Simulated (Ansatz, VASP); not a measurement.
# One calculation of ZrB2, two programs

```
Zr B
1.0
     3.13334    0.00000    0.00000
    -1.56667    2.71356    0.00000
     0.00000    0.00000    3.48755
Zr B
1 2
Direct
  0.00000 0.00000 0.00000
  0.33333 0.66667 0.50000
  0.66667 0.33333 0.50000
```

Alike in both runs: functional LDA; k mesh 16 × 16 × 14; occupations gaussian, width 0.2 eV; no spin polarisation.

Ansatz relaxed the structure, and its values are those at the end. VASP's run is a single point on that final structure, the one shown.

```csv
,VASP,Ansatz
version,VASP 6.6.1,Ansatz 0.2.0
potentials or method,"VASP PAW LDA potentials, release 64 (Zr_sv, B)","scalar-relativistic, plane waves, PAW"
plane-wave cutoff (eV),520,420
valence electrons in the cell,18,18
```

Ansatz gave:

| Quantity | Value |
| --- | --- |
| gap on the k mesh at the Fermi level (eV) | none |
| pressure (GPa) | 0.0 |

Task: Estimate VASP's values.

Result: gap on the k mesh at the Fermi level (eV): none; pressure (GPa): 0.5.

LDA's correlation is that of Perdew and Zunger in VASP and of Perdew and Wang (1992) in Ansatz. A gap of «none» marks a metal or a gap that the smearing closes.
